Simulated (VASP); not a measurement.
# NaH (zincblende type) (F-43m) in VASP: further runs

The runs below take NaH (zincblende type) through single point, with r2SCAN.

Everything below comes from runs of VASP 6.6.1. Logs are shortened: lines on timing, memory, paths and dates and some standing lists are left out, and cuts for length are marked.

## (1) The cell of the first run

It takes space group F-43m (No. 216, cubic). The conventional cell has a = 3.826 Å, b = 3.826 Å, c = 3.826 Å, α = 90.00°, β = 90.00°, γ = 90.00°. Within 2.2 Å of Na (site symmetry -43m) lie 4 H at 1.66 Å. H (site symmetry -43m) has 4 Na at 1.66 Å within 2.2 Å.

## (2) Single point, r2SCAN (7.00 Å³/atom)

POSCAR

```
NaH
1.0
    0.0000000000      1.9131620544      1.9131620544
    1.9131620544      0.0000000000      1.9131620544
    1.9131620544      1.9131620544      0.0000000000
Na H
1 1
Direct
    0.0000000000      0.0000000000      0.0000000000
    0.2500000000      0.2500000000      0.2500000000
```

INCAR.step1

```
SYSTEM = NaH
  PREC = Accurate
  ENCUT = 520
  ISMEAR = -1
  SIGMA = 0.1
  LREAL = .False.
  LASPH = .True.
  NELM = 100
  NBANDS = 11
  GGA = PE
  ALGO = Normal
  EDIFF = 1E-4
  LWAVE = .True.
  LCHARG = .False.
```

INCAR.step2

```
SYSTEM = NaH
  PREC = Accurate
  ENCUT = 520
  EDIFF = 1E-7
  ISMEAR = -1
  SIGMA = 0.1
  LREAL = .False.
  LASPH = .True.
  NELM = 100
  ALGO = Normal
  ISIF = 2
  LWAVE = .False.
  LCHARG = .False.
  METAGGA = R2SCAN
  LMIXTAU = .True.
  NBANDS = 11
  ISTART = 1
```

KPOINTS

```
Automatic mesh
0
Gamma
  16 16 16
  0 0 0
```

Potentials or basis: VASP PAW PBE potentials, release 64 (Na_pv, H).

The run is started by

```console
$ cat potpaw_PBE.64/Na_pv/POTCAR potpaw_PBE.64/H/POTCAR > POTCAR
$ cp INCAR.step1 INCAR
$ mpirun -np 1 vasp_std > vasp.out
$ cp INCAR.step2 INCAR
$ mpirun -np 1 vasp_std > vasp.out
```

OUTCAR:

```text
SYSTEM = NaH
   PREC = Accurate
   ENCUT = 520
   EDIFF = 1E-7
   ISMEAR = -1
   LREAL = .False.
   LASPH = .True.
   NELM = 100
   ISIF = 2
   METAGGA = R2SCAN
   ISTART = 1

 ion  position               nearest neighbor table
   1  0.000  0.000  0.000-   2 1.66   2 1.66   2 1.66   2 1.66
   2  0.250  0.250  0.250-   1 1.66   1 1.66   1 1.66   1 1.66

  LATTYP: Found a face centered cubic cell.
 ALAT       =     3.8263241088

  Lattice vectors:

 A1 = (   0.0000000000,   1.9131620544,   1.9131620544)
 A2 = (   1.9131620544,   0.0000000000,   1.9131620544)
 A3 = (   1.9131620544,   1.9131620544,   0.0000000000)

Analysis of symmetry for initial positions (statically):
=====================================================================
 Subroutine PRICEL returns:
 Original cell was already a primitive cell.

 Routine SETGRP: Setting up the symmetry group for a
 face centered cubic supercell.

 Subroutine GETGRP returns: Found 24 space group operations
 (whereof 24 operations were pure point group operations)
 out of a pool of 48 trial point group operations.

The static configuration has the point symmetry T_d .

Analysis of symmetry for dynamics (positions and initial velocities):
=====================================================================
 Subroutine PRICEL returns:
 Original cell was already a primitive cell.

 Routine SETGRP: Setting up the symmetry group for a
 face centered cubic supercell.

 Subroutine GETGRP returns: Found 24 space group operations
 (whereof 24 operations were pure point group operations)
 out of a pool of 48 trial point group operations.

The dynamic configuration has the point symmetry T_d .

 Subroutine INISYM returns: Found 24 space group operations
 (whereof 24 operations are pure point group operations),
 and found     1 'primitive' translations

----------------------------------------------------------------------------------------

                                     Primitive cell

  volume of cell :      14.0051

  direct lattice vectors                    reciprocal lattice vectors
     0.000000000  1.913162054  1.913162054    -0.261347437  0.261347437  0.261347437
     1.913162054  0.000000000  1.913162054     0.261347437 -0.261347437  0.261347437
     1.913162054  1.913162054  0.000000000     0.261347437  0.261347437 -0.261347437

  length of vectors
     2.705619724  2.705619724  2.705619724     0.452667040  0.452667040  0.452667040

  position of ions in fractional coordinates (direct lattice)
     0.000000000  0.000000000  0.000000000
     0.250000000  0.250000000  0.250000000

  ion indices of the primitive-cell ions
   primitive index   ion index
                 1           1
                 2           2

----------------------------------------------------------------------------------------

 KPOINTS: Automatic mesh

Automatic generation of k-mesh.
 Grid dimensions read from file:
 generate k-points for:   16   16   16

 Generating k-lattice:

  Cartesian coordinates                     Fractional coordinates (reciprocal lattice)
    -0.016334215  0.016334215  0.016334215     0.062500000  0.000000000  0.000000000
     0.016334215 -0.016334215  0.016334215     0.000000000  0.062500000  0.000000000
     0.016334215  0.016334215 -0.016334215     0.000000000  0.000000000  0.062500000

  Length of vectors
     0.028291690  0.028291690  0.028291690

  Shift w.r.t. Gamma in fractional coordinates (k-lattice)
     0.000000000  0.000000000  0.000000000

 Subroutine IBZKPT returns following result:
 ===========================================

 Found    145 irreducible k-points:

 Following reciprocal coordinates:
            Coordinates               Weight
  0.000000  0.000000  0.000000      1.000000
  0.062500  0.000000  0.000000      8.000000
  0.125000  0.000000  0.000000      8.000000
  0.187500  0.000000  0.000000      8.000000
  0.250000  0.000000  0.000000      8.000000
  0.312500  0.000000  0.000000      8.000000
[... 16 lines left out ...]
 -0.125000  0.062500  0.000000     24.000000
 -0.062500  0.062500  0.000000     12.000000
 [... further k-points ...]
   k-points           NKPTS =    145   k-points in BZ     NKDIM =    145   number of bands    NBANDS=     11
   number of dos      NEDOS =    301   number of ions     NIONS =      2
   total plane-waves  NPLWV =   8000
   dimension x,y,z NGX =    20 NGY =   20 NGZ =   20
   dimension x,y,z NGXF=    40 NGYF=   40 NGZF=   40
   ions per type =               1   1
   NGX,Y,Z   is equivalent  to a cutoff of  12.29, 12.29, 12.29 a.u.
   NGXF,Y,Z  is equivalent  to a cutoff of  24.58, 24.58, 24.58 a.u.
 SYSTEM =  NaH
   PREC   = accura    normal or accurate (medium, high low for compatibility)
   ISTART =      1    job   : 0-new  1-cont  2-samecut
   ICHARG =      0    charge: 1-file 2-atom 10-const
   ISPIN  =      1    spin polarized calculation?
   LNONCOLLINEAR =      F non collinear calculations
   LSORBIT =      F    spin-orbit coupling
   LASPH  =      T    aspherical Exc in radial PAW
   ENCUT  =  520.0 eV  38.22 Ry    6.18 a.u.   5.03  5.03  5.03*2*pi/ulx,y,z
   NELM   =    100;   NELMIN=  2; NELMDL=  0     # of ELM steps
   EDIFF  = 0.1E-06   stopping-criterion for ELM
   LREAL  =      F    real-space projection
   EDIFFG = 0.1E-05   stopping-criterion for IOM
   NSW    =      0    number of steps for IOM
   IBRION =     -1    ionic relax: 0-MD 1-quasi-New 2-CG
   NFREE  =      0    steps in history (QN), initial steepest desc. (CG)
   ISIF   =      2    stress and relaxation
   ISYM   =      2    0-nonsym 1-usesym 2-fastsym
   POTIM  = 0.5000    time-step for ionic-motion
   TEBEG  =    0.0;   TEEND  =   0.0 temperature during run
   PSTRESS=    0.0 pullay stress
   NELECT =       8.0000    total number of electrons
   NUPDOWN=      -1.0000    fix difference up-down
   EMIN   =  10.00;   EMAX   =-10.00  energy-range for DOS
   EFERMI =   0.00;   METHOD = LEGACY
   ISMEAR =    -1;   SIGMA  =   0.10  broadening in eV -4-tet -1-fermi 0-gaus
   EFERMI_NEDOS =   21; number of points for ismear=-14 and -15
   IALGO  =     38    algorithm
   IMIX   =      4    mixing-type and parameters
     AMIX     =   0.40;   BMIX     =  1.00
     AMIX_MAG =   1.60;   BMIX_MAG =  1.00
  volume/ion in A,a.u.               =       7.00        47.26
  Fermi-wavevector in a.u.,A,eV,Ry     =   1.358344  2.566898 25.104084  1.845098
  Thomas-Fermi vector in A             =   2.485185
   LORBIT       =      0    0 simple, 1 ext, 2 COOP (PROOUT), +10 PAW based schemes
   METAGGA = R2SCAN    functional components
   LHFCALC =     F    Hartree Fock is set to
   AEXX    =    0.0000 exact exchange contribution
   IVDW    =     0    specifies the selected vdW correction
   LEPSILON=     F    determine dielectric tensor
   LRPA    =     F    only Hartree local field effects (RPA)
 non-spin polarized calculation
  energy-cutoff  :      520.00
  volume of cell :       14.01
 maximum number of plane-waves:       388
   NGX =  9   NGY =  9   NGZ =  9

 number of electron       7.9999996 magnetization

 Free energy of the ion-electron system (eV)
  ---------------------------------------------------
  ext. energy  EPLUGINS =         0.00000000
  ---------------------------------------------------
  free energy    TOTEN  =        -4.59562877 eV

  energy without entropy =       -4.59562877  energy(sigma->0) =       -4.59562877

 E-fermi :   4.8193     XC(G=0): -10.9895

 val. band max:        2.6203560631   @ k =  -0.2500   0.5000   0.2500
 cond. band min:       7.3591764849   @ k =   0.5000   0.0000   0.0000
 fundamental gap:      4.7388204218
 Fermi energy:         4.8192699174

 k-point     1 :       0.0000    0.0000    0.0000
  band No.  band energies     occupation
      1     -19.7935      2.00000
      2     -19.7933      2.00000
      3     -19.7933      2.00000
      4      -3.5343      2.00000
      5      17.4658      0.00000
      6      22.6848      0.00000
      7      22.6848      0.00000
      8      22.6851      0.00000
      9      30.6706      0.00000
     10      30.6714      0.00000
     11      30.6714      0.00000

 k-point     2 :       0.0625    0.0000    0.0000
  band No.  band energies     occupation
      1     -19.8295      2.00000
      2     -19.7968      2.00000
      3     -19.7967      2.00000
      4      -3.4049      2.00000
      5      16.7667      0.00000
      6      22.6786      0.00000
      7      22.6788      0.00000
      8      23.0943      0.00000
      9      30.0676      0.00000
     10      30.1369      0.00000
     11      30.1374      0.00000

 k-point     3 :       0.1250    0.0000    0.0000
  band No.  band energies     occupation
      1     -19.9307      2.00000
      2     -19.8063      2.00000
      3     -19.8062      2.00000
      4      -3.0265      2.00000
      5      15.2478      0.00000
      6      22.6401      0.00000
      7      22.6402      0.00000
      8      23.5145      0.00000
      9      29.2874      0.00000
     10      29.2877      0.00000
     11      29.8048      0.00000

 k-point     4 :       0.1875    0.0000    0.0000
  band No.  band energies     occupation
      1     -20.0779      2.00000
      2     -19.8205      2.00000
      3     -19.8203      2.00000
      4      -2.4298      2.00000
      5      13.5081      0.00000
      6      22.5241      0.00000
      7      22.5241      0.00000
      8      23.2459      0.00000
      9      28.6249      0.00000
     10      28.6249      0.00000
     11      30.5330      0.00000
[... 239 lines left out ...]
 k-point    22 :      -0.1875    0.0625    0.0000
  band No.  band energies     occupation
      1     -20.1409      2.00000
      2     -19.8538      2.00000
      3     -19.8181      2.00000
      4      -2.0884      2.00000
      5      12.8278      0.00000
      6      20.5959      0.00000
      7      23.1938      0.00000
      8      24.3700      0.00000
      9      27.0330      0.00000
     10      28.7060      0.00000
     11      32.2163      0.00000

 k-point    23 :      -0.1250    0.0625    0.0000
  band No.  band energies     occupation
      1     -19.9917      2.00000
      2     -19.8330      2.00000
      3     -19.8050      2.00000
      4      -2.7417      2.00000
      5      14.4508      0.00000
      6      21.2811      0.00000
      7      23.2021      0.00000
      8      24.4193      0.00000
      9      27.6514      0.00000
     10      28.5881      0.00000
     11      32.0802      0.00000

 k-point    24 :      -0.0625    0.0625    0.0000
  band No.  band energies     occupation
      1     -19.8811      2.00000
      2     -19.8129      2.00000
      3     -19.7975      2.00000
      4      -3.1925      2.00000
      5      15.8887      0.00000
      6      21.9976      0.00000
      7      22.9741      0.00000
      8      23.8560      0.00000
      9      28.7655      0.00000
     10      28.9493      0.00000
     11      31.9387      0.00000

 [... further k-points ...]

------------------------ aborting loop because EDIFF is reached ----------------------------------------

  FORCE on cell =-STRESS in cart. coord.  units (eV):
  Direction    XX          YY          ZZ          XY          YZ          ZX
  --------------------------------------------------------------------------------------
  -------------------------------------------------------------------------------------
  Total        8.0177549      8.0177549      8.0177549      0.0000000     -0.0000000      0.0000000
  in kB      917.2296546    917.2296546    917.2296546      0.0000000     -0.0000000      0.0000000
  external PRESSURE =     917.2296546 kB  Pullay stress =       0.0000000 kB

 VOLUME and BASIS-vectors are now :
 -----------------------------------------------------------------------------
  energy-cutoff  :      520.00
  volume of cell :       14.01
      direct lattice vectors                 reciprocal lattice vectors
     0.000000000  1.913162054  1.913162054    -0.261347437  0.261347437  0.261347437
     1.913162054  0.000000000  1.913162054     0.261347437 -0.261347437  0.261347437
     1.913162054  1.913162054  0.000000000     0.261347437  0.261347437 -0.261347437

 POSITION                                       TOTAL-FORCE (eV/Angst)
 -----------------------------------------------------------------------------------
      0.00000      0.00000      0.00000         0.000000      0.000000      0.000000
      0.95658      0.95658      0.95658        -0.000000     -0.000000     -0.000000
 -----------------------------------------------------------------------------------
    total drift:                                0.000074      0.000074      0.000074

  FREE ENERGIE OF THE ION-ELECTRON SYSTEM (eV)
  ---------------------------------------------------
  free  energy   TOTEN  =        -4.5956287654 eV

  energy  without entropy=       -4.5956287654  energy(sigma->0) =       -4.59562877
```

Wall time 36 s (1 thread of Intel Xeon 6975P-C (Granite Rapids), shared host); peak memory 0.13 GiB.

What came out:

| Item | Value |
| --- | --- |
| Free energy | -4.5956 eV |
| Pressure | 91.7 GPa |
| Band gap on the k mesh | 4.74 eV (least direct gap 6.22 eV) |

Levels at points of the mesh, in eV from the valence-band top:
| k point | band 1 | band 2 | band 3 | band 4 | band 5 | band 6 | band 7 | band 8 |
| --- | --- | --- | --- | --- | --- | --- | --- | --- |
| (0.00, 0.00, 0.00) | -22.41 | -22.41 | -22.41 | -6.15 | 14.85 | 20.06 | 20.06 | 20.06 |
| (0.50, 0.00, 0.00) | -23.27 | -22.50 | -22.50 | -1.50 | 4.74 | 18.62 | 18.85 | 18.85 |
| (0.50, 0.50, 0.00) | -23.23 | -22.66 | -22.66 | -0.04 | 6.18 | 10.37 | 16.72 | 16.72 |

Caveat: the cell stands under pressure; the PAW data sets were made with another functional, which shifts forces and pressure a little. A k mesh can miss the band edges.

## (3) Single point, r2SCAN (7.00 Å³/atom)

POSCAR is that of step 2.

INCAR.step1

```
PREC = Accurate
ENCUT = 520
ISMEAR = -1
SIGMA = 0.1
LREAL = F
LASPH = T
NELM = 60
NBANDS = 11
GGA = PE
ALGO = Normal
EDIFF = 1E-4
LWAVE = T
LCHARG = F
```

INCAR.step2

```
PREC = Accurate
ENCUT = 520
EDIFF = 1E-7
ISMEAR = -1
SIGMA = 0.1
LREAL = F
LASPH = T
NELM = 60
ALGO = Normal
ISIF = 2
LWAVE = F
LCHARG = F
METAGGA = R2SCAN
LMIXTAU = T
NBANDS = 11
ISTART = 1
```

KPOINTS

```
Automatic mesh
0
Gamma
  16 16 16
```

Potentials or basis: VASP PAW PBE potentials, release 64 (Na_pv, H).

The run is started by

```console
$ cat potpaw_PBE.64/Na_pv/POTCAR potpaw_PBE.64/H/POTCAR > POTCAR
$ cp INCAR.step1 INCAR
$ mpirun -np 1 vasp_std > vasp.out
$ cp INCAR.step2 INCAR
$ mpirun -np 1 vasp_std > vasp.out
```

Wall time 35 s (1 thread of Intel Xeon 6975P-C (Granite Rapids), shared host); peak memory 0.13 GiB.

It converged, with:

```yaml
Free_energy: -4.5956 eV
Pressure: 91.7 GPa
Band_gap_on_the_k_mesh: 4.74 eV (least direct gap 6.22 eV)
```

Levels at points of the mesh, in eV from the valence-band top:
| k point | band 1 | band 2 | band 3 | band 4 | band 5 | band 6 | band 7 | band 8 |
| --- | --- | --- | --- | --- | --- | --- | --- | --- |
| (0.00, 0.00, 0.00) | -22.41 | -22.41 | -22.41 | -6.15 | 14.85 | 20.06 | 20.06 | 20.06 |
| (0.50, 0.00, 0.00) | -23.27 | -22.50 | -22.50 | -1.50 | 4.74 | 18.62 | 18.85 | 18.85 |
| (0.50, 0.50, 0.00) | -23.23 | -22.66 | -22.66 | -0.04 | 6.18 | 10.37 | 16.72 | 16.72 |

Caveat: the cell stands under pressure; the PAW data sets were made with another functional, which shifts forces and pressure a little.
